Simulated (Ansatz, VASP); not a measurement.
# AlN: VASP beside Ansatz

```
Al N
1.0
    -1.63784    2.83682    0.00000
     0.00000    0.00000    4.10063
     4.91352    2.83682    0.00000
Al N
4 4
Direct
  0.43443 0.75000 0.14481
  0.00000 0.75000 0.66667
  0.00000 0.25000 0.33333
  0.50000 0.25000 0.83333
  0.50000 0.25000 0.16667
  0.00000 0.25000 0.66667
  0.00000 0.75000 0.33333
  0.50000 0.75000 0.83333
```

Alike in both runs: task single point; functional LDA; k mesh 8 × 6 × 4; occupations gaussian, width 0.05 eV; no spin polarisation.

```csv
,VASP,Ansatz
version,VASP 6.6.1,Ansatz 0.2.0
potentials or method,"VASP PAW LDA potentials, release 64 (Al, N), cutoff 520 eV","scalar-relativistic, plane waves, PAW"
valence electrons in the cell,32,32
```

VASP gave:

```
gap on the k mesh at the Fermi level (eV)                     : 3.39
least direct gap on the mesh (eV)                             : 3.39
pressure (GPa)                                                : 2.8
traceless stress, the component that is largest in VASP (GPa) : 6.62
rms of the force components (eV/Å)                            : 0.910
```

Task: Estimate Ansatz's values.

Result: gap on the k mesh at the Fermi level (eV): 3.39; least direct gap on the mesh (eV): 3.39; pressure (GPa): 2.1; traceless stress, the component that is largest in VASP (GPa): 6.33; rms of the force components (eV/Å): 0.894.

Ansatz warns that its potentials were made for another functional, while VASP's fit it. LDA's correlation is that of Perdew and Zunger in VASP and of Perdew and Wang (1992) in Ansatz. Atom by atom the forces differ by 0.018 eV/Å (rms over components).
